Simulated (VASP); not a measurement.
A run of VASP 6.6.1 is set up as follows.

File INCAR:

```
SYSTEM = TiAl
PREC = Accurate
ENCUT = 520
EDIFF = 1E-7
ISMEAR = 0
SIGMA = 0.15
LREAL = .False.
LASPH = .True.
NELM = 80
ALGO = Fast
ISIF = 2
LWAVE = .False.
LCHARG = .False.
GGA = PS
NBANDS = 14
```

File KPOINTS:

```
Automatic mesh
0
Gamma
  24 24 14
  0 0 0
```

Contents of POSCAR:

```
TiAl
1.0
    3.0756469875      0.0000000000      0.0000000000
   -1.5378234937      2.6635884242      0.0000000000
    0.0000000000      0.0000000000      4.6199447394
Ti Al
1 1
Direct
    0.0000000000      0.0000000000      0.0000000000
    0.3333333333      0.6666666667      0.5000000000
```

Potentials or basis: VASP PAW PBE potentials, release 64 (Ti_sv, Al).

The run is started by

```bash
$ cat potpaw_PBE.64/Ti_sv/POTCAR potpaw_PBE.64/Al/POTCAR > POTCAR
$ mpirun -np 1 vasp_std > vasp.out
```

Task: Predict the pressure.

Result: -12.0 GPa.

Task: Estimate the band gap on the k mesh.

Result: Zero (an odd number of electrons rules out a gap without spin polarisation).

Stress tensor (GPa, compression positive):
```
-13.56   0.00   0.00
  0.00 -13.56   0.00
  0.00   0.00  -8.89
```

Caveat: the cell differs from its parent crystal (strain +0.080 along x and y, +0.000 along z); the cell stands under tension; the PAW data sets were made with another functional, which shifts forces and pressure a little.
